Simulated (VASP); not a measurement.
# Al (P6_3/mmc) in VASP: notebook

The runs below take Al through single point, with PBE+D3(BJ).

Program: VASP 6.6.1. These are calculated values, not measurements. Logs are shortened: lines on timing, memory, paths and dates and some standing lists are left out, and cuts for length are marked.

## 1. The cell of the first run

Symmetry: P6_3/mmc, No. 194, hexagonal system. The conventional cell has a = 2.657 Å, b = 2.657 Å, c = 8.443 Å, α = 90.00°, β = 90.00°, γ = 120.00°. Al (site symmetry -3m) has 12 Al at 2.61 to 2.66 Å within 3.4 Å. Within 3.4 Å of Al (site symmetry -6m2) lie 12 Al at 2.61 to 2.66 Å.

## 2. Single point, PBE+D3(BJ)

File INCAR:

```
  PREC = Accurate
  ENCUT = 520
  EDIFF = 1E-6
  ISMEAR = 0
  SIGMA = 0.15
  LREAL = F
  LASPH = T
  NELM = 80
  ALGO = Fast
  ISIF = 2
  LWAVE = F
  LCHARG = T
  GGA = PE
  IVDW = 12
  LELF = T
  LVHAR = T
  NBANDS = 14
```

File KPOINTS:

```
Automatic mesh
0
Gamma
  18 18 4
```

File POSCAR:

```
Al
1.0
    2.6568000000      0.0000000000      0.0000000000
   -1.3284000000      2.3008562928      0.0000000000
    0.0000000000      0.0000000000      8.4426000000
Al
4
Direct
    0.0000000000      0.0000000000      0.0000000000
    0.3333333333      0.6666666667      0.2500000000
    0.0000000000      0.0000000000      0.5000000000
    0.6666666667      0.3333333333      0.7500000000
```

Potentials or basis: VASP PAW PBE potentials, release 64 (Al).

On the command line:

```sh
> cat potpaw_PBE.64/Al/POTCAR > POTCAR
> mpirun -np 1 vasp_std > vasp.out
```

OUTCAR:

```text
PREC = Accurate
   ENCUT = 520
   EDIFF = 1E-6
   ISMEAR = 0
   LREAL = F
   LASPH = T
   NELM = 80
   ISIF = 2
   GGA = PE
   IVDW = 12
 IVDW          = 12

 ion  position               nearest neighbor table
   1  0.000  0.000  0.000-   2 2.61   4 2.61   4 2.61   2 2.61   4 2.61   2 2.61
   2  0.333  0.667  0.250-   1 2.61   3 2.61   1 2.61   3 2.61   1 2.61   3 2.61
   3  0.000  0.000  0.500-   2 2.61   4 2.61   4 2.61   2 2.61   4 2.61   2 2.61
   4  0.667  0.333  0.750-   1 2.61   3 2.61   1 2.61   3 2.61   1 2.61   3 2.61

  LATTYP: Found a hexagonal cell.
 ALAT       =     2.6568000000
 C/A-ratio  =     3.1777326107

  Lattice vectors:

 A1 = (   2.6568000000,   0.0000000000,   0.0000000000)
 A2 = (  -1.3284000000,   2.3008562928,   0.0000000000)
 A3 = (   0.0000000000,   0.0000000000,   8.4426000000)

Analysis of symmetry for initial positions (statically):
=====================================================================
 Subroutine PRICEL returns:
 Original cell was already a primitive cell.

 Routine SETGRP: Setting up the symmetry group for a
 hexagonal supercell.

 Subroutine GETGRP returns: Found 24 space group operations
 (whereof 12 operations were pure point group operations)
 out of a pool of 24 trial point group operations.

The static configuration has the point symmetry D_3d.
 The point group associated with its full space group is D_6h.

Analysis of symmetry for dynamics (positions and initial velocities):
=====================================================================
 Subroutine PRICEL returns:
 Original cell was already a primitive cell.

 Routine SETGRP: Setting up the symmetry group for a
 hexagonal supercell.

 Subroutine GETGRP returns: Found 24 space group operations
 (whereof 12 operations were pure point group operations)
 out of a pool of 24 trial point group operations.

The dynamic configuration has the point symmetry D_3d.
 The point group associated with its full space group is D_6h.

 Subroutine INISYM returns: Found 24 space group operations
 (whereof 12 operations are pure point group operations),
 and found     1 'primitive' translations

----------------------------------------------------------------------------------------

                                     Primitive cell

  volume of cell :      51.6089

  direct lattice vectors                    reciprocal lattice vectors
     2.656800000  0.000000000  0.000000000     0.376392653  0.217310399  0.000000000
    -1.328400000  2.300856293  0.000000000     0.000000000  0.434620799  0.000000000
     0.000000000  0.000000000  8.442600000     0.000000000  0.000000000  0.118446924

  length of vectors
     2.656800000  2.656800000  8.442600000     0.434620799  0.434620799  0.118446924

  position of ions in fractional coordinates (direct lattice)
     0.000000000  0.000000000  0.000000000
     0.333333333  0.666666667  0.250000000
     0.000000000  0.000000000  0.500000000
     0.666666667  0.333333333  0.750000000

  ion indices of the primitive-cell ions
   primitive index   ion index
                 1           1
                 2           2
                 3           3
                 4           4

----------------------------------------------------------------------------------------

 KPOINTS: Automatic mesh

Automatic generation of k-mesh.
 Grid dimensions read from file:
 generate k-points for:   18   18    4

 Generating k-lattice:

  Cartesian coordinates                     Fractional coordinates (reciprocal lattice)
     0.020910703  0.012072800  0.000000000     0.055555556 -0.000000000  0.000000000
     0.000000000  0.024145600  0.000000000     0.000000000  0.055555556  0.000000000
     0.000000000  0.000000000  0.029611731     0.000000000  0.000000000  0.250000000

  Length of vectors
     0.024145600  0.024145600  0.029611731

  Shift w.r.t. Gamma in fractional coordinates (k-lattice)
     0.000000000  0.000000000  0.000000000

 Subroutine IBZKPT returns following result:
 ===========================================

 Found    111 irreducible k-points:

 Following reciprocal coordinates:
            Coordinates               Weight
  0.000000  0.000000  0.000000      1.000000
  0.055556  0.000000  0.000000      6.000000
  0.111111  0.000000  0.000000      6.000000
  0.166667 -0.000000  0.000000      6.000000
  0.222222 -0.000000  0.000000      6.000000
  0.277778  0.000000  0.000000      6.000000
[... 16 lines left out ...]
  0.333333  0.111111  0.000000     12.000000
  0.388889  0.111111  0.000000     12.000000
 [... further k-points ...]
   k-points           NKPTS =    111   k-points in BZ     NKDIM =    111   number of bands    NBANDS=     14
   number of dos      NEDOS =    301   number of ions     NIONS =      4
   total plane-waves  NPLWV =  25600
   dimension x,y,z NGX =    20 NGY =   20 NGZ =   64
   dimension x,y,z NGXF=    40 NGYF=   40 NGZF=  128
   ions per type =               4
   NGX,Y,Z   is equivalent  to a cutoff of  12.51, 12.51, 12.60 a.u.
   NGXF,Y,Z  is equivalent  to a cutoff of  25.03, 25.03, 25.20 a.u.
 SYSTEM =  unknown system
   PREC   = accura    normal or accurate (medium, high low for compatibility)
   ISTART =      0    job   : 0-new  1-cont  2-samecut
   ICHARG =      2    charge: 1-file 2-atom 10-const
   ISPIN  =      1    spin polarized calculation?
   LNONCOLLINEAR =      F non collinear calculations
   LSORBIT =      F    spin-orbit coupling
   LASPH  =      T    aspherical Exc in radial PAW
   ENCUT  =  520.0 eV  38.22 Ry    6.18 a.u.   4.94  4.94 15.70*2*pi/ulx,y,z
   NELM   =     80;   NELMIN=  2; NELMDL= -5     # of ELM steps
   EDIFF  = 0.1E-05   stopping-criterion for ELM
   LREAL  =      F    real-space projection
   EDIFFG = 0.1E-04   stopping-criterion for IOM
   NSW    =      0    number of steps for IOM
   IBRION =     -1    ionic relax: 0-MD 1-quasi-New 2-CG
   NFREE  =      0    steps in history (QN), initial steepest desc. (CG)
   ISIF   =      2    stress and relaxation
   ISYM   =      2    0-nonsym 1-usesym 2-fastsym
   POTIM  = 0.5000    time-step for ionic-motion
   TEBEG  =    0.0;   TEEND  =   0.0 temperature during run
   PSTRESS=    0.0 pullay stress
   NELECT =      12.0000    total number of electrons
   NUPDOWN=      -1.0000    fix difference up-down
   EMIN   =  10.00;   EMAX   =-10.00  energy-range for DOS
   EFERMI =   0.00;   METHOD = LEGACY
   ISMEAR =     0;   SIGMA  =   0.15  broadening in eV -4-tet -1-fermi 0-gaus
   EFERMI_NEDOS =   21; number of points for ismear=-14 and -15
   IALGO  =     68    algorithm
   IMIX   =      4    mixing-type and parameters
     AMIX     =   0.40;   BMIX     =  1.00
     AMIX_MAG =   1.60;   BMIX_MAG =  1.00
  volume/ion in A,a.u.               =      12.90        87.07
  Fermi-wavevector in a.u.,A,eV,Ry     =   1.006685  1.902359 13.788352  1.013415
  Thomas-Fermi vector in A             =   2.139443
   LORBIT       =      0    0 simple, 1 ext, 2 COOP (PROOUT), +10 PAW based schemes
   GGA     = PE    functional components
   LHFCALC =     F    Hartree Fock is set to
   AEXX    =    0.0000 exact exchange contribution
   IVDW    =    12    specifies the selected vdW correction
   LEPSILON=     F    determine dielectric tensor
   LRPA    =     F    only Hartree local field effects (RPA)
 non-spin polarized calculation
 RMM-DIIS sequential band-by-band and
 Gauss-broadening in eV      SIGMA  =   0.15
  energy-cutoff  :      520.00
  volume of cell :       51.61
 maximum number of plane-waves:      1426
 NGX is ok and might be reduce to    20
   NGX =  9   NGY =  9   NGZ = 31

 number of electron      12.0000000 magnetization

 Free energy of the ion-electron system (eV)
  ---------------------------------------------------
  ext. energy  EPLUGINS =         0.00000000
  ---------------------------------------------------
  free energy    TOTEN  =       -13.71057909 eV

  energy without entropy =      -13.69673096  energy(sigma->0) =      -13.70365502

 E-fermi :  10.7757     XC(G=0): -11.1224

 val. band max:       10.7748284173   @ k =   0.2778   0.2222   0.0000
 cond. band min:      10.7840133005   @ k =   0.1111   0.0556   0.5000
 fundamental gap:      0.0091848832
 Fermi energy:        10.7756570098

 k-point     1 :       0.0000    0.0000    0.0000
  band No.  band energies     occupation
      1      -2.1246      2.00000
      2      -0.0730      2.00000
      3      -0.0702      2.00000
      4       5.4058      2.00000
      5       6.4415      2.00000
      6      15.3543      0.00000
      7      15.3812      0.00000
      8      22.8636      0.00000
      9      22.8636      0.00000
     10      22.9730      0.00000
     11      22.9730      0.00000
     12      23.8456      0.00000
     13      23.8575      0.00000
     14      23.8676      0.00000

 k-point     2 :       0.0556    0.0000    0.0000
  band No.  band energies     occupation
      1      -2.0385      2.00000
      2       0.0114      2.00000
      3       0.0143      2.00000
      4       5.4835      2.00000
      5       6.5228      2.00000
      6      15.4084      0.00000
      7      15.4428      0.00000
      8      21.0457      0.00000
      9      21.7582      0.00000
     10      22.3708      0.00000
     11      22.5089      0.00000
     12      23.2203      0.00000
     13      23.2213      0.00000
     14      23.2664      0.00000

 k-point     3 :       0.1111    0.0000    0.0000
  band No.  band energies     occupation
      1      -1.7806      2.00000
      2       0.2644      2.00000
      3       0.2673      2.00000
      4       5.7164      2.00000
      5       6.7647      2.00000
      6      15.5398      0.00000
      7      15.6150      0.00000
      8      18.7956      0.00000
      9      20.2101      0.00000
     10      20.3457      0.00000
     11      20.7177      0.00000
     12      22.2306      0.00000
     13      22.3309      0.00000
     14      22.3423      0.00000

 k-point     4 :       0.1667   -0.0000    0.0000
  band No.  band energies     occupation
      1      -1.3520      2.00000
      2       0.6846      2.00000
      3       0.6878      2.00000
      4       6.1048      2.00000
      5       7.1604      2.00000
      6      15.4226      0.00000
      7      15.8122      0.00000
      8      16.9116      0.00000
      9      17.9999      0.00000
     10      18.2410      0.00000
     11      19.8136      0.00000
     12      21.0595      0.00000
     13      21.4692      0.00000
     14      21.4728      0.00000

 k-point     5 :       0.2222   -0.0000    0.0000
  band No.  band energies     occupation
      1      -0.7549      2.00000
      2       1.2700      2.00000
      3       1.2735      2.00000
      4       6.6487      2.00000
      5       7.6933      2.00000
      6      13.8897      0.00000
      7      15.2905      0.00000
      8      15.7181      0.00000
      9      16.8097      0.00000
     10      17.0519      0.00000
     11      19.0491      0.00000
[... 276 lines left out ...]
 k-point    22 :       0.2778    0.1111    0.0000
  band No.  band energies     occupation
      1       1.1840      2.00000
      2       3.1674      2.00000
      3       3.1732      2.00000
      4       8.4315      2.00000
      5       8.8995      2.00000
      6      10.6109      1.87959
      7      11.8711      0.00000
      8      12.0192      0.00000
      9      14.3148      0.00000
     10      15.9162      0.00000
     11      16.4812      0.00000
     12      17.0491      0.00000
     13      18.1277      0.00000
     14      19.2666      0.00000

 k-point    23 :       0.3333    0.1111    0.0000
  band No.  band energies     occupation
      1       2.2640      2.00000
      2       4.2167      2.00000
      3       4.2256      2.00000
      4       7.9266      2.00000
      5       9.3690      2.00000
      6       9.8609      2.00000
      7      10.1937      2.00000
      8      11.1037      0.00198
      9      13.8393      0.00000
     10      15.0409      0.00000
     11      15.8718      0.00000
     12      16.0236      0.00000
     13      17.2904      0.00000
     14      19.7289      0.00000

 k-point    24 :       0.3889    0.1111    0.0000
  band No.  band energies     occupation
      1       3.4944      2.00000
      2       5.3731      2.00000
      3       5.3999      2.00000
      4       6.4013      2.00000
      5       8.4233      2.00000
      6       8.4553      2.00000
      7      10.6752      1.65666
      8      11.7635      0.00000
      9      13.3706      0.00000
     10      13.4780      0.00000
     11      15.6142      0.00000
     12      15.6262      0.00000
     13      16.4635      0.00000
     14      20.4589      0.00000

 [... further k-points ...]

------------------------ aborting loop because EDIFF is reached ----------------------------------------

 Edisp (eV)   -1.73812

 E8    (eV) :    -0.7805

  FORCE on cell =-STRESS in cart. coord.  units (eV):
  Direction    XX          YY          ZZ          XY          YZ          ZX
  --------------------------------------------------------------------------------------
  -------------------------------------------------------------------------------------
  Total       8.32879     8.32879    10.17652     0.00000     0.00000     0.00000
  in kB     258.56377   258.56377   315.92603     0.00000     0.00000     0.00000
  external pressure =      277.68 kB  Pullay stress =        0.00 kB

 VOLUME and BASIS-vectors are now :
 -----------------------------------------------------------------------------
  energy-cutoff  :      520.00
  volume of cell :       51.61
      direct lattice vectors                 reciprocal lattice vectors
     2.656800000  0.000000000  0.000000000     0.376392653  0.217310399  0.000000000
    -1.328400000  2.300856293  0.000000000     0.000000000  0.434620799  0.000000000
     0.000000000  0.000000000  8.442600000     0.000000000  0.000000000  0.118446924

 POSITION                                       TOTAL-FORCE (eV/Angst)
 -----------------------------------------------------------------------------------
      0.00000      0.00000      0.00000         0.000000      0.000000     -0.000000
     -0.00000      1.53390      2.11065        -0.000000     -0.000000     -0.000000
      0.00000      0.00000      4.22130        -0.000000      0.000000     -0.000000
      1.32840      0.76695      6.33195         0.000000      0.000000      0.000000
 -----------------------------------------------------------------------------------
    total drift:                               -0.000000      0.000000     -0.000000

  FREE ENERGIE OF THE ION-ELECTRON SYSTEM (eV)
  ---------------------------------------------------
  free  energy   TOTEN  =       -15.4486956282 eV

  energy  without entropy=      -15.4348474988  energy(sigma->0) =      -15.44177156
```

It took 25 s on 1 thread of Intel Xeon 6975P-C (Granite Rapids), shared host; peak memory 0.2 GiB.

Results:

| Quantity | Value |
| --- | --- |
| Free energy | -15.4487 eV |
| Pressure | 27.8 GPa |
| Band gap on the k mesh | zero (band 6 reaches 15.60 eV, above the bottom of band 7 at 9.01 eV) |
| Dispersion energy per atom | -0.435 eV |

Stress tensor (GPa, compression positive):
```
25.86  0.00  0.00
 0.00 25.86  0.00
 0.00  0.00 31.59
```

Caveat: pairwise dispersion overbinds metals, which lowers pressure and volume.

## 3. Single point, PBE+D3(BJ)

This run uses another cell than the first one, of 13.03 Å³/atom, 1.010 times its volume.

File INCAR:

```
SYSTEM = Al
PREC = Accurate
ENCUT = 520
EDIFF = 1E-6
ISMEAR = 0
SIGMA = 0.15
LREAL = .FALSE.
LASPH = .TRUE.
NELM = 100
ALGO = Normal
ISIF = 2
LWAVE = .FALSE.
LCHARG = .TRUE.
GGA = PE
IVDW = 12
LELF = .TRUE.
LVHAR = .TRUE.
NBANDS = 14
```

File KPOINTS:

```
regular mesh
0
G
  18 18 4
  0 0 0
```

File POSCAR:

```
Al
1.0
    2.7356000000      0.0000000000      0.0000000000
   -1.3678000000      2.3690990946      0.0000000000
    0.0000000000      0.0000000000      8.0434000000
Al
4
Direct
    0.0000000000      0.0000000000      0.0000000000
    0.3333333333      0.6666666667      0.2500000000
    0.0000000000      0.0000000000      0.5000000000
    0.6666666667      0.3333333333      0.7500000000
```

Potentials or basis: VASP PAW PBE potentials, release 64 (Al).

On the command line:

```sh
> cat potpaw_PBE.64/Al/POTCAR > POTCAR
> mpirun -np 1 vasp_std > vasp.out
```

Run time: 19 s. Hardware: 1 thread of Intel Xeon 6975P-C (Granite Rapids), shared host; peak memory 0.2 GiB.

It converged, with:

```
Free energy                : -15.3145 eV
Pressure                   : 27.7 GPa
Band gap on the k mesh     : zero (band 6 reaches 16.91 eV, above the bottom of band 7 at 8.65 eV)
Dispersion energy per atom : -0.430 eV
```

Stress tensor (GPa, compression positive):
```
20.23  0.00  0.00
 0.00 20.23  0.00
 0.00  0.00 42.63
```

Levels at points of the mesh, in eV from the Fermi level:
```csv
k point,band 4,band 5,band 6,band 7,band 8,band 9
"(0.00, 0.00, 0.00)",-4.65,-3.20,6.31,6.39,10.85,10.85
"(0.50, 0.00, 0.00)",-4.66,-3.73,-3.69,1.13,1.47,2.84
"(0.00, 0.00, 0.50)",-7.77,0.85,0.85,11.20,11.20,11.20
"(0.50, 0.00, 0.50)",-5.79,-1.91,-1.91,-1.12,-1.12,5.43
```

Caveat: pairwise dispersion overbinds metals, which lowers pressure and volume.

## 4. Single point, PBE+D3(BJ)

This run uses another cell than the first one, of 13.11 Å³/atom, 1.016 times its volume.

File INCAR:

```
  ALGO = Fast
  EDIFF = 1E-7
  ENCUT = 520
  GGA = PE
  ISIF = 2
  ISMEAR = 0
  IVDW = 12
  LASPH = T
  LCHARG = F
  LREAL = F
  LWAVE = F
  NBANDS = 14
  NELM = 60
  PREC = Accurate
  SIGMA = 0.15
```

File KPOINTS:

```
k-points
0
Gamma
  18 18 4
```

File POSCAR:

```
Al
1.0
    2.6174000000      0.0000000000      0.0000000000
   -1.3087000000      2.2667348919      0.0000000000
    0.0000000000      0.0000000000      8.8418000000
Al
4
Direct
    0.0000000000      0.0000000000      0.0000000000
    0.3333333333      0.6666666667      0.2500000000
    0.0000000000      0.0000000000      0.5000000000
    0.6666666667      0.3333333333      0.7500000000
```

On the command line:

```sh
> cat potpaw_PBE.64/Al/POTCAR > POTCAR
> mpirun -np 1 vasp_std > vasp.out
```

It took 37 s on 1 thread of Intel Xeon 6975P-C (Granite Rapids), shared host; peak memory 0.2 GiB.

Results (log left out):

```
Free energy                : -15.5853 eV
Pressure                   : 24.8 GPa
Band gap on the k mesh     : zero (band 6 reaches 14.49 eV, above the bottom of band 7 at 9.04 eV)
Dispersion energy per atom : -0.427 eV
```

Stress tensor (GPa, compression positive):
```
27.00  0.00  0.00
 0.00 27.00  0.00
 0.00  0.00 20.39
```

Levels at points of the mesh, in eV from the Fermi level:
| k point | band 2 | band 3 | band 4 | band 5 | band 6 | band 7 | band 8 | band 9 | band 10 | band 11 |
| --- | --- | --- | --- | --- | --- | --- | --- | --- | --- | --- |
| (0.00, 0.00, 0.00) | -10.90 | -10.90 | -5.72 | -5.13 | 3.26 | 3.27 | 12.88 | 12.88 | 13.00 | 13.09 |
| (0.50, 0.00, 0.00) | -5.81 | -4.55 | -4.46 | -3.52 | -3.43 | 0.75 | 1.03 | 1.55 | 1.94 | 7.32 |
| (0.00, 0.00, 0.50) | -12.31 | -8.60 | -8.60 | -1.44 | -1.44 | 8.59 | 8.59 | 13.08 | 13.08 | 13.08 |
| (0.50, 0.00, 0.50) | -5.55 | -5.27 | -5.27 | -2.08 | -2.08 | -1.33 | -1.33 | 4.84 | 4.84 | 5.06 |

Caveat: pairwise dispersion overbinds metals, which lowers pressure and volume.

## 5. Overview

| cell | gap on the mesh (eV) | pressure (GPa) |
| --- | --- | --- |
| a = 2.657, b = 2.657, c = 8.443 Å, angles 90.0, 90.0, 120.0°, 4 atoms | none | 27.8 |
| a = 2.736, b = 2.736, c = 8.043 Å, angles 90.0, 90.0, 120.0°, 4 atoms | none | 27.7 |
| a = 2.617, b = 2.617, c = 8.842 Å, angles 90.0, 90.0, 120.0°, 4 atoms | none | 24.8 |

Alike in all rows: task single point; level PBE+D3(BJ); potentials or basis VASP PAW PBE potentials, release 64 (Al); no spin polarisation; k mesh 18 × 18 × 4; cutoff (eV) 520; smearing gaussian 0.15 eV.

Caveats: pairwise dispersion overbinds metals, which lowers pressure and volume.

Absolute energies hang on the potentials; compare differences alone.
